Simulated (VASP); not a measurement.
# Bi2S2O (P4/nmm) in VASP: single point with LDA

Aim: the single point of Bi2S2O with LDA.

Everything below comes from runs of VASP 6.6.1. Logs are shortened: lines on timing, memory, paths and dates and some standing lists are left out, and cuts for length are marked.

### Step 1. The cell of the first run

It takes space group P4/nmm (No. 129, tetragonal). Conventional cell: a = 3.905 Å, b = 3.905 Å, c = 13.705 Å, α = 90.00°, β = 90.00°, γ = 90.00°. Within 3.3 Å of Bi (site symmetry 4mm) lie 6 S at 2.50 to 3.25 Å. Within 3.1 Å of Bi (site symmetry 4mm) lie 4 O at 2.32 Å and 4 S at 3.05 Å. S (site symmetry 4mm) has 5 Bi at 2.78 to 3.25 Å within 3.7 Å. Within 3.3 Å of S (site symmetry 4mm) lie 5 Bi at 2.50 to 3.05 Å and 4 O at 3.21 Å. O (site symmetry -4m2) has 4 Bi at 2.32 Å and 4 O at 2.76 Å within 3.1 Å.

### Step 2. Single point, LDA

INCAR

```
PREC = Accurate
ENCUT = 520
EDIFF = 1E-7
ISMEAR = 0
SIGMA = 0.02
LREAL = F
LASPH = T
NELM = 100
ALGO = Normal
ISIF = 2
LWAVE = F
LCHARG = T
GGA = CA
LELF = T
LVHAR = T
NBANDS = 59
```

KPOINTS

```
regular mesh
0
Gamma
  5 5 2
```

POSCAR

```
Bi2S2O
1.0
    3.9050056117      0.0000000000      0.0000000000
    0.0000000000      3.9050056117      0.0000000000
    0.0000000000      0.0000000000     13.7052480740
Bi S O
4 4 2
Direct
    0.0000000000      0.5000000000      0.8685137578
    0.5000000000      0.0000000000      0.1314862422
    0.5000000000      0.0000000000      0.5912699483
    0.0000000000      0.5000000000      0.4087300517
    0.5000000000      0.0000000000      0.8946219506
    0.0000000000      0.5000000000      0.1053780494
    0.0000000000      0.5000000000      0.6862025004
    0.5000000000      0.0000000000      0.3137974996
    0.0000000000      0.0000000000      0.5000000000
    0.5000000000      0.5000000000      0.5000000000
```

Potentials or basis: VASP PAW LDA potentials, release 64 (Bi_d, S, O).

On the command line:

```
cat potpaw_LDA.64/Bi_d/POTCAR potpaw_LDA.64/S/POTCAR potpaw_LDA.64/O/POTCAR > POTCAR
mpirun -np 1 vasp_std > vasp.out
```

OUTCAR:

```text
PREC = Accurate
   ENCUT = 520
   EDIFF = 1E-7
   ISMEAR = 0
   LREAL = F
   LASPH = T
   NELM = 100
   ISIF = 2
   GGA = CA

 ion  position               nearest neighbor table
   1  0.000  0.500  0.869-   7 2.50   5 2.78   5 2.78   5 2.78   5 2.78   6 3.25
   2  0.500  0.000  0.131-   8 2.50   6 2.78   6 2.78   6 2.78   6 2.78   5 3.25
   3  0.500  0.000  0.591-   9 2.32  10 2.32  10 2.32   9 2.32   7 3.05   7 3.05   7 3.05   7 3.05
                             4 3.73   4 3.73   4 3.73   4 3.73
   4  0.000  0.500  0.409-   9 2.32  10 2.32   9 2.32  10 2.32   8 3.05   8 3.05   8 3.05   8 3.05
                             3 3.73   3 3.73   3 3.73   3 3.73
   5  0.500  0.000  0.895-   1 2.78   1 2.78   1 2.78   1 2.78   2 3.25
   6  0.000  0.500  0.105-   2 2.78   2 2.78   2 2.78   2 2.78   1 3.25
   7  0.000  0.500  0.686-   1 2.50   3 3.05   3 3.05   3 3.05   3 3.05
   8  0.500  0.000  0.314-   2 2.50   4 3.05   4 3.05   4 3.05   4 3.05
   9  0.000  0.000  0.500-   3 2.32   4 2.32   4 2.32   3 2.32
  10  0.500  0.500  0.500-   3 2.32   4 2.32   3 2.32   4 2.32

  LATTYP: Found a simple tetragonal cell.
 ALAT       =     3.9050056117
 C/A-ratio  =     3.5096615567

  Lattice vectors:

 A1 = (   3.9050056117,   0.0000000000,   0.0000000000)
 A2 = (   0.0000000000,   3.9050056117,   0.0000000000)
 A3 = (   0.0000000000,   0.0000000000,  13.7052480740)

Analysis of symmetry for initial positions (statically):
=====================================================================
 Subroutine PRICEL returns:
 Original cell was already a primitive cell.

 Routine SETGRP: Setting up the symmetry group for a
 simple tetragonal supercell.

 Subroutine GETGRP returns: Found 16 space group operations
 (whereof  8 operations were pure point group operations)
 out of a pool of 16 trial point group operations.

The static configuration has the point symmetry D_2d.
 The point group associated with its full space group is D_4h.

Analysis of symmetry for dynamics (positions and initial velocities):
=====================================================================
 Subroutine PRICEL returns:
 Original cell was already a primitive cell.

 Routine SETGRP: Setting up the symmetry group for a
 simple tetragonal supercell.

 Subroutine GETGRP returns: Found 16 space group operations
 (whereof  8 operations were pure point group operations)
 out of a pool of 16 trial point group operations.

The dynamic configuration has the point symmetry D_2d.
 The point group associated with its full space group is D_4h.

 Subroutine INISYM returns: Found 16 space group operations
 (whereof  8 operations are pure point group operations),
 and found     1 'primitive' translations

----------------------------------------------------------------------------------------

                                     Primitive cell

  volume of cell :     208.9923

  direct lattice vectors                    reciprocal lattice vectors
     3.905005612  0.000000000  0.000000000     0.256081578  0.000000000  0.000000000
     0.000000000  3.905005612  0.000000000     0.000000000  0.256081578  0.000000000
     0.000000000  0.000000000 13.705248074     0.000000000  0.000000000  0.072964750

  length of vectors
     3.905005612  3.905005612 13.705248074     0.256081578  0.256081578  0.072964750

  position of ions in fractional coordinates (direct lattice)
     0.000000000  0.500000000  0.868513758
     0.500000000  0.000000000  0.131486242
     0.500000000  0.000000000  0.591269948
     0.000000000  0.500000000  0.408730052
     0.500000000  0.000000000  0.894621951
     0.000000000  0.500000000  0.105378049
     0.000000000  0.500000000  0.686202500
     0.500000000  0.000000000  0.313797500
     0.000000000  0.000000000  0.500000000
     0.500000000  0.500000000  0.500000000

  ion indices of the primitive-cell ions
   primitive index   ion index
                 1           1
                 2           2
                 3           3
                 4           4
                 5           5
                 6           6
                 7           7
                 8           8
                 9           9
                10          10

----------------------------------------------------------------------------------------

 KPOINTS: regular mesh

Automatic generation of k-mesh.
 Grid dimensions read from file:
 generate k-points for:    5    5    2

 Generating k-lattice:

  Cartesian coordinates                     Fractional coordinates (reciprocal lattice)
     0.051216316  0.000000000  0.000000000     0.200000000  0.000000000  0.000000000
     0.000000000  0.051216316  0.000000000     0.000000000  0.200000000  0.000000000
     0.000000000  0.000000000  0.036482375     0.000000000  0.000000000  0.500000000

  Length of vectors
     0.051216316  0.051216316  0.036482375

  Shift w.r.t. Gamma in fractional coordinates (k-lattice)
     0.000000000  0.000000000  0.000000000

 Subroutine IBZKPT returns following result:
 ===========================================

 Found     12 irreducible k-points:

 Following reciprocal coordinates:
            Coordinates               Weight
  0.000000  0.000000  0.000000      1.000000
  0.200000  0.000000  0.000000      4.000000
  0.400000  0.000000  0.000000      4.000000
  0.200000  0.200000  0.000000      4.000000
  0.400000  0.200000  0.000000      8.000000
  0.400000  0.400000  0.000000      4.000000
  0.000000  0.000000  0.500000      1.000000
  0.200000  0.000000  0.500000      4.000000
  0.400000  0.000000  0.500000      4.000000
  0.200000  0.200000  0.500000      4.000000
  0.400000  0.200000  0.500000      8.000000
  0.400000  0.400000  0.500000      4.000000
   k-points           NKPTS =     12   k-points in BZ     NKDIM =     12   number of bands    NBANDS=     59
   number of dos      NEDOS =    301   number of ions     NIONS =     10
   total plane-waves  NPLWV =  97200
   dimension x,y,z NGX =    30 NGY =   30 NGZ =  108
   dimension x,y,z NGXF=    60 NGYF=   60 NGZF=  216
   ions per type =               4   4   2
   NGX,Y,Z   is equivalent  to a cutoff of  12.77, 12.77, 13.10 a.u.
   NGXF,Y,Z  is equivalent  to a cutoff of  25.54, 25.54, 26.20 a.u.
 SYSTEM =  unknown system
   PREC   = accura    normal or accurate (medium, high low for compatibility)
   ISTART =      0    job   : 0-new  1-cont  2-samecut
   ICHARG =      2    charge: 1-file 2-atom 10-const
   ISPIN  =      1    spin polarized calculation?
   LNONCOLLINEAR =      F non collinear calculations
   LSORBIT =      F    spin-orbit coupling
   LASPH  =      T    aspherical Exc in radial PAW
   ENCUT  =  520.0 eV  38.22 Ry    6.18 a.u.   7.26  7.26 25.48*2*pi/ulx,y,z
   NELM   =    100;   NELMIN=  2; NELMDL= -5     # of ELM steps
   EDIFF  = 0.1E-06   stopping-criterion for ELM
   LREAL  =      F    real-space projection
   EDIFFG = 0.1E-05   stopping-criterion for IOM
   NSW    =      0    number of steps for IOM
   IBRION =     -1    ionic relax: 0-MD 1-quasi-New 2-CG
   NFREE  =      0    steps in history (QN), initial steepest desc. (CG)
   ISIF   =      2    stress and relaxation
   ISYM   =      2    0-nonsym 1-usesym 2-fastsym
   POTIM  = 0.5000    time-step for ionic-motion
   TEBEG  =    0.0;   TEEND  =   0.0 temperature during run
   PSTRESS=    0.0 pullay stress
   NELECT =      96.0000    total number of electrons
   NUPDOWN=      -1.0000    fix difference up-down
   EMIN   =  10.00;   EMAX   =-10.00  energy-range for DOS
   EFERMI =   0.00;   METHOD = LEGACY
   ISMEAR =     0;   SIGMA  =   0.02  broadening in eV -4-tet -1-fermi 0-gaus
   EFERMI_NEDOS =   21; number of points for ismear=-14 and -15
   IALGO  =     38    algorithm
   IMIX   =      4    mixing-type and parameters
     AMIX     =   0.40;   BMIX     =  1.00
     AMIX_MAG =   1.60;   BMIX_MAG =  1.00
  volume/ion in A,a.u.               =      20.90       141.03
  Fermi-wavevector in a.u.,A,eV,Ry     =   1.263151  2.387009 21.708771  1.595550
  Thomas-Fermi vector in A             =   2.396522
   LORBIT       =      0    0 simple, 1 ext, 2 COOP (PROOUT), +10 PAW based schemes
   GGA     = CA    functional components
   LHFCALC =     F    Hartree Fock is set to
   AEXX    =    0.0000 exact exchange contribution
   IVDW    =     0    specifies the selected vdW correction
   LEPSILON=     F    determine dielectric tensor
   LRPA    =     F    only Hartree local field effects (RPA)
 non-spin polarized calculation
 Gauss-broadening in eV      SIGMA  =   0.02
  energy-cutoff  :      520.00
  volume of cell :      208.99
 maximum number of plane-waves:      5638
 NGX is ok and might be reduce to    30
   NGX = 15   NGY = 15   NGZ = 51

 number of electron      95.9999981 magnetization

 Free energy of the ion-electron system (eV)
  ---------------------------------------------------
  ext. energy  EPLUGINS =         0.00000000
  ---------------------------------------------------
  free energy    TOTEN  =       -55.49831618 eV

  energy without entropy =      -55.49831618  energy(sigma->0) =      -55.49831618

 E-fermi :   6.1208     XC(G=0): -10.5732

 val. band max:        6.0099043883   @ k =   0.4000   0.0000   0.0000
 cond. band min:       7.2604304725   @ k =   0.4000   0.0000   0.5000
 fundamental gap:      1.2505260842
 Fermi energy:         6.1207876958

 k-point     1 :       0.0000    0.0000    0.0000
  band No.  band energies     occupation
      1     -16.7292      2.00000
      2     -16.7279      2.00000
      3     -16.6904      2.00000
      4     -16.6893      2.00000
      5     -16.6819      2.00000
      6     -16.6762      2.00000
[... 51 lines left out ...]
     58      11.1551      0.00000
     59      11.6203      0.00000

 k-point     2 :       0.2000    0.0000    0.0000
  band No.  band energies     occupation
      1     -16.7179      2.00000
      2     -16.7166      2.00000
      3     -16.6985      2.00000
      4     -16.6976      2.00000
      5     -16.6717      2.00000
      6     -16.6670      2.00000
[... 616 lines left out ...]
      3     -16.6596      2.00000
      4     -16.6595      2.00000
      5     -16.6413      2.00000
      6     -16.6408      2.00000
[... 51 lines left out ...]
     58      11.7368      0.00000
     59      12.1283      0.00000

------------------------ aborting loop because EDIFF is reached ----------------------------------------

  FORCE on cell =-STRESS in cart. coord.  units (eV):
  Direction    XX          YY          ZZ          XY          YZ          ZX
  --------------------------------------------------------------------------------------
  -------------------------------------------------------------------------------------
  Total        0.2541867      0.2541867      0.1704790      0.0000000      0.0000000      0.0000000
  in kB        1.9486469      1.9486469      1.3069266      0.0000000      0.0000000      0.0000000
  external PRESSURE =       1.7347401 kB  Pullay stress =       0.0000000 kB

 VOLUME and BASIS-vectors are now :
 -----------------------------------------------------------------------------
  energy-cutoff  :      520.00
  volume of cell :      208.99
      direct lattice vectors                 reciprocal lattice vectors
     3.905005612  0.000000000  0.000000000     0.256081578  0.000000000  0.000000000
     0.000000000  3.905005612  0.000000000     0.000000000  0.256081578  0.000000000
     0.000000000  0.000000000 13.705248074     0.000000000  0.000000000  0.072964750

 POSITION                                       TOTAL-FORCE (eV/Angst)
 -----------------------------------------------------------------------------------
      0.00000      1.95250     11.90320         0.000000      0.000000      0.006349
      1.95250      0.00000      1.80205        -0.000000      0.000000     -0.006349
      1.95250      0.00000      8.10350        -0.000000      0.000000      0.076162
      0.00000      1.95250      5.60175         0.000000      0.000000     -0.076162
      1.95250      0.00000     12.26102         0.000000      0.000000     -0.005569
      0.00000      1.95250      1.44423         0.000000     -0.000000      0.005569
      0.00000      1.95250      9.40458        -0.000000     -0.000000     -0.001998
      1.95250      0.00000      4.30067         0.000000      0.000000      0.001998
      0.00000      0.00000      6.85262         0.000000      0.000000      0.000000
      1.95250      1.95250      6.85262         0.000000     -0.000000      0.000000
 -----------------------------------------------------------------------------------
    total drift:                                0.000000     -0.000000     -0.000000

  FREE ENERGIE OF THE ION-ELECTRON SYSTEM (eV)
  ---------------------------------------------------
  free  energy   TOTEN  =       -55.4983161765 eV

  energy  without entropy=      -55.4983161765  energy(sigma->0) =      -55.49831618
```

Wall time 4.6 min (1 thread of Intel Xeon 8259CL, shared host); peak memory 0.31 GiB.

Results:

| Property | Result |
| --- | --- |
| Free energy | -55.4983 eV |
| Pressure | 0.2 GPa |
| Largest force | 0.076 eV/Å |
| Band gap on the k mesh | 1.25 eV, indirect (least direct gap 1.26 eV) |

Forces on the atoms (eV/Å):
```
Bi   0.000  0.000  0.006
Bi   0.000  0.000 -0.006
Bi   0.000  0.000  0.076
Bi   0.000  0.000 -0.076
S    0.000  0.000 -0.006
S    0.000  0.000  0.006
S    0.000  0.000 -0.002
S    0.000  0.000  0.002
O    0.000  0.000  0.000
O    0.000  0.000  0.000
```

Caveat: spin-orbit coupling is left out, which moves the levels of the heavy elements.
